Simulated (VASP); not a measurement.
# Pb3F (Pm-3m) in VASP: further runs, part 2 of 2

VASP 6.6.1. Earlier steps stand in the parts before.

### Step 3. Single point, PBE

This run uses another cell than the first one, of 26.32 Å³/atom.

INCAR reads:

```
SYSTEM = Pb3F
  PREC = Accurate
  ENCUT = 520
  EDIFF = 1E-6
  ISMEAR = 0
  SIGMA = 0.1
  LREAL = .FALSE.
  LASPH = .TRUE.
  NELM = 100
  ALGO = Normal
  ISIF = 2
  LWAVE = .FALSE.
  LCHARG = .FALSE.
  GGA = PE
  NBANDS = 32
```

KPOINTS reads:

```
regular mesh
0
G
  10 10 10
  0 0 0
```

POSCAR reads:

```
Pb3F
1.0
    4.7219916030      0.0000000000      0.0000000000
    0.0000000000      4.7219916030      0.0000000000
    0.0000000000      0.0000000000      4.7219916030
Pb F
3 1
Direct
    0.0000000000      0.5000000000      0.5000000000
    0.5000000000      0.0000000000      0.5000000000
    0.5000000000      0.5000000000      0.0000000000
    0.0000000000      0.0000000000      0.0000000000
```

Potentials or basis: VASP PAW PBE potentials, release 64 (Pb_d, F).

Started as:

```console
cat potpaw_PBE.64/Pb_d/POTCAR potpaw_PBE.64/F/POTCAR > POTCAR
mpirun -np 1 vasp_std > vasp.out
```

OUTCAR:

```text
SYSTEM = Pb3F
   PREC = Accurate
   ENCUT = 520
   EDIFF = 1E-6
   ISMEAR = 0
   LREAL = .FALSE.
   LASPH = .TRUE.
   NELM = 100
   ISIF = 2
   GGA = PE

 ion  position               nearest neighbor table
   1  0.000  0.500  0.500-   2 3.34   3 3.34   3 3.34   2 3.34   2 3.34   3 3.34   3 3.34   2 3.34

   2  0.500  0.000  0.500-   1 3.34   3 3.34   3 3.34   1 3.34   3 3.34   3 3.34   1 3.34   1 3.34

   3  0.500  0.500  0.000-   1 3.34   2 3.34   1 3.34   2 3.34   2 3.34   2 3.34   1 3.34   1 3.34

   4  0.000  0.000  0.000-

  LATTYP: Found a simple cubic cell.
 ALAT       =     4.7219916030

  Lattice vectors:

 A1 = (   4.7219916030,   0.0000000000,   0.0000000000)
 A2 = (   0.0000000000,   4.7219916030,   0.0000000000)
 A3 = (   0.0000000000,   0.0000000000,   4.7219916030)

Analysis of symmetry for initial positions (statically):
=====================================================================
 Subroutine PRICEL returns:
 Original cell was already a primitive cell.

 Routine SETGRP: Setting up the symmetry group for a
 simple cubic supercell.

 Subroutine GETGRP returns: Found 48 space group operations
 (whereof 48 operations were pure point group operations)
 out of a pool of 48 trial point group operations.

The static configuration has the point symmetry O_h .

Analysis of symmetry for dynamics (positions and initial velocities):
=====================================================================
 Subroutine PRICEL returns:
 Original cell was already a primitive cell.

 Routine SETGRP: Setting up the symmetry group for a
 simple cubic supercell.

 Subroutine GETGRP returns: Found 48 space group operations
 (whereof 48 operations were pure point group operations)
 out of a pool of 48 trial point group operations.

The dynamic configuration has the point symmetry O_h .

 Subroutine INISYM returns: Found 48 space group operations
 (whereof 48 operations are pure point group operations),
 and found     1 'primitive' translations

[... 119 lines left out ...]
  volume/ion in A,a.u.               =      26.32       177.63
  Fermi-wavevector in a.u.,A,eV,Ry     =   1.268669  2.397437 21.898862  1.609521
  Thomas-Fermi vector in A             =   2.401751
   LORBIT       =      0    0 simple, 1 ext, 2 COOP (PROOUT), +10 PAW based schemes
   GGA     = PE    functional components
   LHFCALC =     F    Hartree Fock is set to
   AEXX    =    0.0000 exact exchange contribution
   IVDW    =     0    specifies the selected vdW correction
   LEPSILON=     F    determine dielectric tensor
   LRPA    =     F    only Hartree local field effects (RPA)
 non-spin polarized calculation
 Gauss-broadening in eV      SIGMA  =   0.10
  energy-cutoff  :      520.00
  volume of cell :      105.29
 maximum number of plane-waves:      2897
 NGX is ok and might be reduce to    36
   NGX = 17   NGY = 17   NGZ = 17

 number of electron      48.9999975 magnetization

 Free energy of the ion-electron system (eV)
  ---------------------------------------------------
  ext. energy  EPLUGINS =         0.00000000
  ---------------------------------------------------
  free energy    TOTEN  =       -14.33934244 eV

  energy without entropy =      -14.33066575  energy(sigma->0) =      -14.33500410

 E-fermi :   5.8037     XC(G=0):  -9.8678

 val. band max:        5.7878658692   @ k =   0.5000   0.5000   0.2000
 cond. band min:       5.8667039445   @ k =   0.4000   0.4000   0.2000
 fundamental gap:      0.0788380752
 Fermi energy:         5.8036873527

 k-point     1 :       0.0000    0.0000    0.0000
  band No.  band energies     occupation
      1     -15.3434      2.00000
      2     -11.4794      2.00000
      3     -11.4794      2.00000
      4     -11.4794      2.00000
      5     -11.4248      2.00000
      6     -11.3210      2.00000
[... 829 lines left out ...]
     31      11.3428      0.00000
     32      12.2178      0.00000

 [... further k-points ...]

------------------------ aborting loop because EDIFF is reached ----------------------------------------

  FORCE on cell =-STRESS in cart. coord.  units (eV):
  Direction    XX          YY          ZZ          XY          YZ          ZX
  --------------------------------------------------------------------------------------
  -------------------------------------------------------------------------------------
  Total       -0.0937206     -0.0937206     -0.0937206      0.0000000      0.0000000     -0.0000000
  in kB       -1.4261664     -1.4261664     -1.4261664      0.0000000      0.0000000     -0.0000000
  external PRESSURE =      -1.4261664 kB  Pullay stress =       0.0000000 kB

 VOLUME and BASIS-vectors are now :
 -----------------------------------------------------------------------------
  energy-cutoff  :      520.00
  volume of cell :      105.29
      direct lattice vectors                 reciprocal lattice vectors
     4.721991603  0.000000000  0.000000000     0.211775048  0.000000000  0.000000000
     0.000000000  4.721991603  0.000000000     0.000000000  0.211775048  0.000000000
     0.000000000  0.000000000  4.721991603     0.000000000  0.000000000  0.211775048

 POSITION                                       TOTAL-FORCE (eV/Angst)
 -----------------------------------------------------------------------------------
      0.00000      2.36100      2.36100         0.000000      0.000000      0.000000
      2.36100      0.00000      2.36100         0.000000      0.000000      0.000000
      2.36100      2.36100      0.00000         0.000000      0.000000      0.000000
      0.00000      0.00000      0.00000         0.000000      0.000000      0.000000
 -----------------------------------------------------------------------------------
    total drift:                                0.000000      0.000000      0.000000

  FREE ENERGIE OF THE ION-ELECTRON SYSTEM (eV)
  ---------------------------------------------------
  free  energy   TOTEN  =       -14.3393424393 eV

  energy  without entropy=      -14.3306657509  energy(sigma->0) =      -14.33500410
```

OSZICAR:

```text
N       E                     dE             d eps       ncg     rms          rms(c)
DAV:   1     0.580233316191E+03    0.58023E+03   -0.23367E+04  3584   0.180E+03
DAV:   2     0.484577771173E+02   -0.53178E+03   -0.51090E+03  3704   0.484E+02
DAV:   3    -0.137241014415E+02   -0.62182E+02   -0.59959E+02  4800   0.193E+02
DAV:   4    -0.161353492868E+02   -0.24112E+01   -0.24070E+01  4144   0.421E+01
DAV:   5    -0.162175404703E+02   -0.82191E-01   -0.82187E-01  4416   0.765E+00    0.674E+00
DAV:   6    -0.144635137182E+02    0.17540E+01   -0.65509E+00  4280   0.147E+01    0.302E+00
DAV:   7    -0.143974450844E+02    0.66069E-01   -0.71558E-01  4080   0.403E+00    0.138E+00
DAV:   8    -0.143393512770E+02    0.58094E-01   -0.19724E-01  4376   0.268E+00    0.339E-01
DAV:   9    -0.143388982495E+02    0.45303E-03   -0.14876E-02  4200   0.966E-01    0.128E-01
DAV:  10    -0.143393759168E+02   -0.47767E-03   -0.15935E-03  4472   0.445E-01    0.321E-02
DAV:  11    -0.143393685283E+02    0.73885E-05   -0.40741E-04  4544   0.218E-01    0.326E-02
DAV:  12    -0.143393421128E+02    0.26415E-04   -0.49327E-05  4400   0.636E-02    0.394E-03
DAV:  13    -0.143393424393E+02   -0.32647E-06   -0.80226E-06  3616   0.192E-02
   1 F= -.14339342E+02 E0= -.14335004E+02  d E =-.867669E-02
```

Run time: 56 s. Hardware: 1 thread of Intel Xeon 6975P-C (Granite Rapids), shared host; peak memory 0.29 GiB.

What came out:

| Property | Result |
| --- | --- |
| Free energy | -14.3393 eV |
| Pressure | -0.1 GPa |
| Band gap on the k mesh | zero (an odd number of electrons rules out a gap without spin polarisation) |

Caveat: spin-orbit coupling is left out, which moves the levels of the heavy elements; an odd number of electrons without spin polarisation forces a metal; a magnetic or distorted state may lie lower.

### Step 4. Relaxation of cell and atoms, PBE

INCAR reads:

```
SYSTEM = Pb3F
ALGO = Normal
EDIFF = 1E-6
EDIFFG = -0.01
ENCUT = 600
GGA = PE
IBRION = 2
ISIF = 3
ISMEAR = 0
LASPH = .True.
LCHARG = .False.
LREAL = .False.
LWAVE = .False.
NELM = 80
NSW = 100
PREC = Accurate
SIGMA = 0.1
```

KPOINTS reads:

```
k-points
0
Gamma
  10 10 10
  0 0 0
```

POSCAR reads:

```
Pb3F
1.0
    4.6542280241      0.0000000000      0.0000000000
    0.0000000000      4.6542280241      0.0000000000
    0.0000000000      0.0000000000      4.6542280241
Pb F
3 1
Direct
    0.0000000000      0.5000000000      0.5000000000
    0.5000000000      0.0000000000      0.5000000000
    0.5000000000      0.5000000000      0.0000000000
    0.0000000000      0.0000000000      0.0000000000
```

Started as:

```console
cat potpaw_PBE.64/Pb_d/POTCAR potpaw_PBE.64/F/POTCAR > POTCAR
mpirun -np 1 vasp_std > vasp.out
```

Wall time 3.2 min (1 thread of Intel Xeon 6975P-C (Granite Rapids), shared host); peak memory 0.35 GiB.

The run converged. Its results:

```
Free energy                           : -14.3384 eV
Relaxed volume                        : 26.27 Å³/atom
Relaxed cell                          : a = 4.719 Å, b = 4.719 Å, c = 4.719 Å, α = 90.00°, β = 90.00°, γ = 90.00°
Space group after relaxing (to 0.1 Å) : Pm-3m (No. 221)
Energy gained by relaxing             : 6.4 meV/atom
Ionic steps                           : 3
Pressure after relaxing               : 0.0 GPa
Band gap on the k mesh                : zero (an odd number of electrons rules out a gap without spin polarisation)
```

The path:
```tsv
step	energy change (eV)	largest force (eV/Å)	pressure (GPa)	volume (Å³)
1	0.0000	0.0000	2.01	100.82
2	-0.0254	0.0000	-0.17	105.50
3	-0.0256	0.0000	0.01	105.08
```

Final structure:
```yaml
crystal:
  lattice:
    - [4.71890, 0.00000, 0.00000]
    - [0.00000, 4.71890, 0.00000]
    - [0.00000, 0.00000, 4.71890]
  atoms:
    - { symbol: Pb, position: [0.00000, 0.50000, 0.50000] }
    - { symbol: Pb, position: [0.50000, 0.00000, 0.50000] }
    - { symbol: Pb, position: [0.50000, 0.50000, 0.00000] }
    - { symbol: F, position: [0.00000, 0.00000, 0.00000] }
```

Levels at points of the mesh, in eV from the Fermi level:
```tsv
k point	band 22	band 23	band 24	band 25	band 26	band 27	band 28	band 29
(0.00, 0.00, 0.00)	-3.48	-1.33	-1.33	-1.33	3.30	3.30	3.30	4.45
(0.50, 0.00, 0.00)	-2.66	-1.01	-1.01	1.39	1.68	1.72	1.73	1.73
(0.50, 0.50, 0.00)	-2.77	-2.42	-0.72	0.90	1.43	1.43	2.23	2.23
(0.50, 0.50, 0.50)	-3.96	-3.96	-0.76	-0.76	-0.76	5.76	6.72	6.72
```

Caveat: spin-orbit coupling is left out, which moves the levels of the heavy elements; an odd number of electrons without spin polarisation forces a metal; a magnetic or distorted state may lie lower.

### Step 5. Overview

| task | cell | k mesh | cutoff (eV) | gap on the mesh (eV) | pressure (GPa) |
| --- | --- | --- | --- | --- | --- |
| single point | a = 4.654 Å, 4 atoms | 4 × 4 × 4 | 520 | none | 2.1 |
| single point | a = 4.722 Å, 4 atoms | 10 × 10 × 10 | 520 | none | -0.1 |
| relaxation of cell and atoms | relaxed from a = 4.654 Å, 4 atoms | 10 × 10 × 10 | 600 | none | 0.0 |

Alike in all rows: level PBE; potentials or basis VASP PAW PBE potentials, release 64 (Pb_d, F); no spin polarisation; smearing gaussian 0.1 eV.

Caveats: spin-orbit coupling is left out, which moves the levels of the heavy elements; an odd number of electrons without spin polarisation forces a metal; a magnetic or distorted state may lie lower.

Absolute energies hang on the potentials; compare differences alone.
